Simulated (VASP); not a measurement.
Input of a VASP 6.6.1 run:

INCAR

```
PREC = Accurate ; ENCUT = 520
EDIFF = 1E-7 ; ISMEAR = 1
SIGMA = 0.05 ; LREAL = False
LASPH = True ; NELM = 100
ALGO = Normal ; ISIF = 2
LWAVE = False ; LCHARG = False
NBANDS = 26
```

File KPOINTS:

```
regular mesh
0
Gamma
  4 4 6
```

Contents of POSCAR:

```
MgReO4
1.0
    3.2615590000     -3.3636000000      0.0000000000
    3.2615590000      3.3636000000      0.0000000000
    0.0000000000      0.0000000000      3.1035690000
Mg Re O
1 1 4
Direct
    0.0000000000      0.0000000000      0.0000000000
    0.5000000000      0.5000000000      0.5000000000
    0.2167730000      0.2167730000      0.5000000000
    0.6880160000      0.3119840000      0.0000000000
    0.3119840000      0.6880160000      0.0000000000
    0.7832270000      0.7832270000      0.5000000000
```

Potentials or basis: VASP PAW LDA potentials, release 64 (Mg, Re, O).

The run is started by

```console
$ cat potpaw_LDA.64/Mg/POTCAR potpaw_LDA.64/Re/POTCAR potpaw_LDA.64/O/POTCAR > POTCAR
$ mpirun -np 1 vasp_std > vasp.out
```

Task: What does it give for the pressure?

Result: -12.8 GPa.

Task: What does it give for the largest force?

Result: 0.434 eV/Å.

Forces in eV/Å, atoms in the order of the input:
```
Mg   0.000  0.000  0.000
Re   0.000  0.000  0.000
O    0.391  0.000  0.000
O    0.000  0.434  0.000
O    0.000 -0.434  0.000
O   -0.391  0.000  0.000
```

Caveat: an odd number of electrons without spin polarisation forces a metal; a magnetic or distorted state may lie lower.
